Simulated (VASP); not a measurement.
# Li4NO (P4/mmm) in VASP: a series of runs

Aim: see how the results for Li4NO move with the level of theory and the settings. Levels: PBEsol, PBE. Tasks: single point.

All numbers are computed with VASP 6.6.1; they aren't measurements. Logs are shortened: lines on timing, memory, paths and dates and some standing lists are left out, and cuts for length are marked.

**1. The cell of the first run**

Symmetry: P4/mmm, No. 123, tetragonal system. Conventional cell: a = 3.313 Å, b = 3.313 Å, c = 4.937 Å, α = 90.00°, β = 90.00°, γ = 90.00°. Within 2.7 Å of O (site symmetry 4/mmm) lie 8 Li at 2.03 Å. Within 2.8 Å of N (site symmetry 4/mmm) lie 8 Li at 2.11 Å. Within 2.7 Å of Li (site symmetry 2mm) lie 2 O at 2.03 Å and 2 N at 2.11 Å and 6 Li at 2.33 to 2.60 Å.

**2. Single point, PBEsol**

INCAR

```
SYSTEM = Li4NO
ALGO     = Normal         ! electronic algorithm
EDIFF    = 1E-7           ! SCF threshold, eV
ENCUT    = 520            ! plane-wave cutoff, eV
GGA      = PS             ! functional
ISIF     = 2              ! what is computed and relaxed
ISMEAR   = -1             ! smearing method
LASPH    = .TRUE.         ! aspherical terms in the spheres
LCHARG   = .FALSE.        ! write CHGCAR
LREAL    = .FALSE.        ! projectors in reciprocal space
LWAVE    = .FALSE.        ! write WAVECAR
NBANDS   = 20             ! bands
NELM     = 60             ! most SCF steps
PREC     = Accurate       ! precision mode
SIGMA    = 0.05           ! smearing width, eV
```

KPOINTS

```
k-points
0
G
  9 9 6
  0 0 0
```

POSCAR

```
Li4NO
1.0
    3.3128660000      0.0000000000      0.0000000000
    0.0000000000      3.3128660000      0.0000000000
    0.0000000000      0.0000000000      4.9365180000
O N Li
1 1 4
Direct
    0.5000000000      0.5000000000      0.5000000000
    0.0000000000      0.0000000000      0.0000000000
    0.5000000000      0.0000000000      0.2638480000
    0.0000000000      0.5000000000      0.7361520000
    0.5000000000      0.0000000000      0.7361520000
    0.0000000000      0.5000000000      0.2638480000
```

Potentials or basis: VASP PAW PBE potentials, release 64 (O, N, Li_sv).

Command:

```
$ cat potpaw_PBE.64/O/POTCAR potpaw_PBE.64/N/POTCAR potpaw_PBE.64/Li_sv/POTCAR > POTCAR
$ mpirun -np 1 vasp_std > vasp.out
```

OUTCAR:

```text
SYSTEM = Li4NO
   EDIFF = 1E-7
   ENCUT = 520
   GGA = PS
   ISIF = 2
   ISMEAR = -1
   LASPH = .TRUE.
   LREAL = .FALSE.
   NELM = 60
   PREC = Accurate

 ion  position               nearest neighbor table
   1  0.500  0.500  0.500-   3 2.03   4 2.03   5 2.03   6 2.03   3 2.03   5 2.03   4 2.03   6 2.03

   2  0.000  0.000  0.000-   3 2.11   4 2.11   5 2.11   6 2.11   4 2.11   6 2.11   3 2.11   5 2.11

   3  0.500  0.000  0.264-   1 2.03   1 2.03   2 2.11   2 2.11   5 2.33   6 2.34   6 2.34   6 2.34
                             6 2.34
   4  0.000  0.500  0.736-   1 2.03   1 2.03   2 2.11   2 2.11   6 2.33   5 2.34   5 2.34   5 2.34
                             5 2.34
   5  0.500  0.000  0.736-   1 2.03   1 2.03   2 2.11   2 2.11   3 2.33   4 2.34   4 2.34   4 2.34
                             4 2.34
   6  0.000  0.500  0.264-   1 2.03   1 2.03   2 2.11   2 2.11   4 2.33   3 2.34   3 2.34   3 2.34
                             3 2.34

  LATTYP: Found a simple tetragonal cell.
 ALAT       =     3.3128660000
 C/A-ratio  =     1.4901049424

  Lattice vectors:

 A1 = (   3.3128660000,   0.0000000000,   0.0000000000)
 A2 = (   0.0000000000,   3.3128660000,   0.0000000000)
 A3 = (   0.0000000000,   0.0000000000,   4.9365180000)

Analysis of symmetry for initial positions (statically):
=====================================================================
 Subroutine PRICEL returns:
 Original cell was already a primitive cell.

 Routine SETGRP: Setting up the symmetry group for a
 simple tetragonal supercell.

 Subroutine GETGRP returns: Found 16 space group operations
 (whereof 16 operations were pure point group operations)
 out of a pool of 16 trial point group operations.

The static configuration has the point symmetry D_4h.

Analysis of symmetry for dynamics (positions and initial velocities):
=====================================================================
 Subroutine PRICEL returns:
 Original cell was already a primitive cell.

 Routine SETGRP: Setting up the symmetry group for a
 simple tetragonal supercell.

 Subroutine GETGRP returns: Found 16 space group operations
 (whereof 16 operations were pure point group operations)
 out of a pool of 16 trial point group operations.

The dynamic configuration has the point symmetry D_4h.

 Subroutine INISYM returns: Found 16 space group operations
 (whereof 16 operations are pure point group operations),
[... 104 lines left out ...]
   EDIFF  = 0.1E-06   stopping-criterion for ELM
   LREAL  =      F    real-space projection
   EDIFFG = 0.1E-05   stopping-criterion for IOM
   NSW    =      0    number of steps for IOM
   IBRION =     -1    ionic relax: 0-MD 1-quasi-New 2-CG
   NFREE  =      0    steps in history (QN), initial steepest desc. (CG)
   ISIF   =      2    stress and relaxation
   ISYM   =      2    0-nonsym 1-usesym 2-fastsym
   POTIM  = 0.5000    time-step for ionic-motion
   TEBEG  =    0.0;   TEEND  =   0.0 temperature during run
   PSTRESS=    0.0 pullay stress
   NELECT =      23.0000    total number of electrons
   NUPDOWN=      -1.0000    fix difference up-down
   EMIN   =  10.00;   EMAX   =-10.00  energy-range for DOS
   EFERMI =   0.00;   METHOD = LEGACY
   ISMEAR =    -1;   SIGMA  =   0.05  broadening in eV -4-tet -1-fermi 0-gaus
   EFERMI_NEDOS =   21; number of points for ismear=-14 and -15
   IALGO  =     38    algorithm
   IMIX   =      4    mixing-type and parameters
     AMIX     =   0.40;   BMIX     =  1.00
     AMIX_MAG =   1.60;   BMIX_MAG =  1.00
  volume/ion in A,a.u.               =       9.03        60.94
  Fermi-wavevector in a.u.,A,eV,Ry     =   1.230386  2.325092 20.597167  1.513849
  Thomas-Fermi vector in A             =   2.365236
   LORBIT       =      0    0 simple, 1 ext, 2 COOP (PROOUT), +10 PAW based schemes
   GGA     = PS    functional components
   LHFCALC =     F    Hartree Fock is set to
   AEXX    =    0.0000 exact exchange contribution
   IVDW    =     0    specifies the selected vdW correction
   LEPSILON=     F    determine dielectric tensor
   LRPA    =     F    only Hartree local field effects (RPA)
 non-spin polarized calculation
  energy-cutoff  :      520.00
  volume of cell :       54.18
 maximum number of plane-waves:      1476
 NGX is ok and might be reduce to    28
   NGX = 13   NGY = 13   NGZ = 19

 number of electron      22.9999992 magnetization

 Free energy of the ion-electron system (eV)
  ---------------------------------------------------
  ext. energy  EPLUGINS =         0.00000000
  ---------------------------------------------------
  free energy    TOTEN  =       -27.32063591 eV

  energy without entropy =      -27.29642555  energy(sigma->0) =      -27.30853073

 E-fermi :   1.4804     XC(G=0):  -9.6490

 val. band max:        1.4702034427   @ k =   0.2222   0.1111   0.3333
 cond. band min:       1.4819699691   @ k =   0.0000   0.0000   0.5000
 fundamental gap:      0.0117665263
 Fermi energy:         1.4804216843

 k-point     1 :       0.0000    0.0000    0.0000
  band No.  band energies     occupation
      1     -41.4837      2.00000
      2     -41.3964      2.00000
      3     -41.2689      2.00000
      4     -41.2071      2.00000
      5     -14.4817      2.00000
      6     -10.2035      2.00000
[... 541 lines left out ...]
     19      13.4774      0.00000
     20      13.8898      0.00000

 [... further k-points ...]

------------------------ aborting loop because EDIFF is reached ----------------------------------------

  FORCE on cell =-STRESS in cart. coord.  units (eV):
  Direction    XX          YY          ZZ          XY          YZ          ZX
  --------------------------------------------------------------------------------------
  -------------------------------------------------------------------------------------
  Total       -1.3643325     -1.3643325     -0.8465401      0.0000000     -0.0000000      0.0000000
  in kB      -40.3461714    -40.3461714    -25.0339671      0.0000000     -0.0000000      0.0000000
  external PRESSURE =     -35.2421033 kB  Pullay stress =       0.0000000 kB

 VOLUME and BASIS-vectors are now :
 -----------------------------------------------------------------------------
  energy-cutoff  :      520.00
  volume of cell :       54.18
      direct lattice vectors                 reciprocal lattice vectors
     3.312866000  0.000000000  0.000000000     0.301853440  0.000000000  0.000000000
     0.000000000  3.312866000  0.000000000     0.000000000  0.301853440  0.000000000
     0.000000000  0.000000000  4.936518000     0.000000000  0.000000000  0.202571934

 POSITION                                       TOTAL-FORCE (eV/Angst)
 -----------------------------------------------------------------------------------
      1.65643      1.65643      2.46826         0.000000      0.000000      0.000000
      0.00000      0.00000      0.00000         0.000000      0.000000      0.000000
      1.65643      0.00000      1.30249         0.000000     -0.000000     -0.005208
      0.00000      1.65643      3.63403         0.000000      0.000000      0.005208
      1.65643      0.00000      3.63403        -0.000000      0.000000      0.005208
      0.00000      1.65643      1.30249        -0.000000      0.000000     -0.005208
 -----------------------------------------------------------------------------------
    total drift:                                0.000000      0.000000      0.000000

  FREE ENERGIE OF THE ION-ELECTRON SYSTEM (eV)
  ---------------------------------------------------
  free  energy   TOTEN  =       -27.3206359138 eV

  energy  without entropy=      -27.2964255504  energy(sigma->0) =      -27.30853073
```

OSZICAR:

```text
N       E                     dE             d eps       ncg     rms          rms(c)
DAV:   1     0.131957592086E+03    0.13196E+03   -0.10601E+04  2400   0.124E+03
DAV:   2    -0.118817116133E+02   -0.14384E+03   -0.13894E+03  2840   0.308E+02
DAV:   3    -0.291686666758E+02   -0.17287E+02   -0.17080E+02  4356   0.734E+01
DAV:   4    -0.297543353983E+02   -0.58567E+00   -0.58250E+00  3340   0.165E+01
DAV:   5    -0.297681340329E+02   -0.13799E-01   -0.13797E-01  3580   0.207E+00    0.851E+00
DAV:   6    -0.273793063863E+02    0.23888E+01   -0.68652E+00  2536   0.145E+01    0.346E+00
DAV:   7    -0.273466989443E+02    0.32607E-01   -0.80674E-01  3116   0.465E+00    0.205E+00
DAV:   8    -0.273217671532E+02    0.24932E-01   -0.97018E-02  3192   0.178E+00    0.919E-01
DAV:   9    -0.273206080064E+02    0.11591E-02   -0.32737E-02  2908   0.132E+00    0.266E-01
DAV:  10    -0.273204108993E+02    0.19711E-03   -0.61251E-03  3404   0.447E-01    0.133E-01
DAV:  11    -0.273206440849E+02   -0.23319E-03   -0.80082E-04  2852   0.191E-01    0.317E-02
DAV:  12    -0.273206371457E+02    0.69392E-05   -0.91820E-05  3248   0.606E-02    0.124E-02
DAV:  13    -0.273206360287E+02    0.11170E-05   -0.10012E-05  3048   0.203E-02    0.321E-03
DAV:  14    -0.273206358764E+02    0.15237E-06   -0.19953E-06  3572   0.798E-03    0.131E-03
DAV:  15    -0.273206359138E+02   -0.37393E-07   -0.59929E-08  1996   0.168E-03
   1 F= -.27320636E+02 E0= -.27308531E+02  d E =-.242104E-01
```

It took 51 s on 1 thread of Intel Xeon 8259CL, shared host; peak memory 0.21 GiB.

What came out:

| Quantity | Value |
| --- | --- |
| Free energy | -27.3206 eV |
| Largest force | 0.005 eV/Å |
| Band gap on the k mesh | zero (an odd number of electrons rules out a gap without spin polarisation) |

Forces in eV/Å, atoms in the order of the input:
```
O    0.000  0.000  0.000
N    0.000  0.000  0.000
Li   0.000  0.000 -0.005
Li   0.000  0.000  0.005
Li   0.000  0.000  0.005
Li   0.000  0.000 -0.005
```

Levels at points of the mesh, in eV from the Fermi level:
| k point | band 9 | band 10 | band 11 | band 12 | band 13 | band 14 |
| --- | --- | --- | --- | --- | --- | --- |
| (0.00, 0.00, 0.00) | -1.72 | 0.05 | 0.30 | 0.30 | 3.94 | 5.09 |
| (0.00, 0.00, 0.50) | -1.53 | -0.80 | 0.00 | 0.00 | 4.98 | 5.84 |

Caveat: the cutoff is under 1.25 times the usual one of these potentials, so pressure, stress and relaxed cells hold a basis-set (Pulay) error; the PAW data sets were made with another functional, which shifts forces and pressure a little.

**3. Single point, PBE**

INCAR

```
SYSTEM = Li4NO
PREC = Accurate
ENCUT = 520
EDIFF = 1E-6
ISMEAR = 1
SIGMA = 0.05
LREAL = .FALSE.
LASPH = .TRUE.
NELM = 60
ALGO = Normal
ISIF = 2
LWAVE = .FALSE.
LCHARG = .TRUE.
GGA = PE
LELF = .TRUE.
LVHAR = .TRUE.
NBANDS = 20
```

KPOINTS

```
regular mesh
0
G
  13 13 9
  0 0 0
```

POSCAR is that of step 2.

Potentials or basis: VASP PAW PBE potentials, release 64 (O, N, Li_sv).

Command:

```
$ cat potpaw_PBE.64/O/POTCAR potpaw_PBE.64/N/POTCAR potpaw_PBE.64/Li_sv/POTCAR > POTCAR
$ mpirun -np 1 vasp_std > vasp.out
```

It took 1.8 min on 1 thread of Intel Xeon 8259CL, shared host; peak memory 0.27 GiB.

It converged, with:

```
Free energy            : -26.5176 eV
Largest force          : 0.004 eV/Å
Band gap on the k mesh : zero (an odd number of electrons rules out a gap without spin polarisation)
```

Forces on the atoms (eV/Å):
```
O    0.000  0.000  0.000
N    0.000  0.000  0.000
Li   0.000  0.000 -0.004
Li   0.000  0.000  0.004
Li   0.000  0.000  0.004
Li   0.000  0.000 -0.004
```

Levels at points of the mesh, in eV from the Fermi level:
```
           k point  band 9  band 10  band 11  band 12  band 13  band 14  band 15  band 16
(0.00, 0.00, 0.00)   -1.64     0.09     0.35     0.35     4.12     5.25    10.55    10.55
```

Caveat: the cutoff is under 1.25 times the usual one of these potentials, so pressure, stress and relaxed cells hold a basis-set (Pulay) error.
